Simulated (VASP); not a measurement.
A run of VASP 6.6.1:

The input INCAR:

```
SYSTEM = Li4Nb4O11
PREC = Accurate
ENCUT = 520
EDIFF = 1E-6
ISMEAR = 0
SIGMA = 0.05
LREAL = Auto
LASPH = .TRUE.
NELM = 80
ALGO = Normal
ISIF = 2
LWAVE = .FALSE.
LCHARG = .FALSE.
GGA = PS
NELECT = 128.0
NBANDS = 80
```

Contents of KPOINTS:

```
regular mesh
0
G
  4 4 4
  0 0 0
```

Contents of POSCAR:

```
Li4Nb4O11
1.0
    5.1950821957      0.0000000000      0.0000000000
    0.0000000000      2.9993821042     -4.7271664166
    0.0000000000      5.9987642083      4.7271664167
Li Nb O
4 4 11
Direct
    0.0000000000      0.2865432153      0.3567283924
    0.5000000000      0.7865432153      0.8567283924
    0.0000000000      0.7134567847      0.6432716076
    0.5000000000      0.2134567847      0.1432716076
    0.0000000000      0.7111568631      0.1444215685
    0.5000000000      0.2111568631      0.6444215685
    0.0000000000      0.2888431369      0.8555784315
    0.5000000000      0.7888431369      0.3555784315
    0.8020967884      0.0253128181      0.7589912829
    0.3020967884      0.5253128181      0.2589912829
    0.3273039138      0.1547135204      0.8883919851
    0.3705992977      0.8526167320      0.5862951967
    0.8705992977      0.3526167320      0.0862951967
    0.1979032116      0.9746871819      0.2410087171
    0.6979032116      0.4746871819      0.7410087171
    0.1726960862      0.3452864796      0.6116080149
    0.6761581928      0.9220307380      0.0773001279
    0.6294007023      0.1473832680      0.4137048033
    0.1294007023      0.6473832680      0.9137048033
```

Potentials or basis: VASP PAW PBE potentials, release 64 (Li_sv, Nb_sv, O).

Launch:

```console
$ cat potpaw_PBE.64/Li_sv/POTCAR potpaw_PBE.64/Nb_sv/POTCAR potpaw_PBE.64/O/POTCAR > POTCAR
$ mpirun -np 1 vasp_std > vasp.out
```

Hardware: 1 thread of Intel(R) Xeon(R) 6975P-C (Granite Rapids), with other jobs on the host.

Problem. Estimate the wall time of this run.

Solution. It took 14 min on 1 thread of Intel(R) Xeon(R) 6975P-C (Granite Rapids), with other jobs on the host, peak memory 0.54 GiB. Counts: scf iterations 18, k points 36.
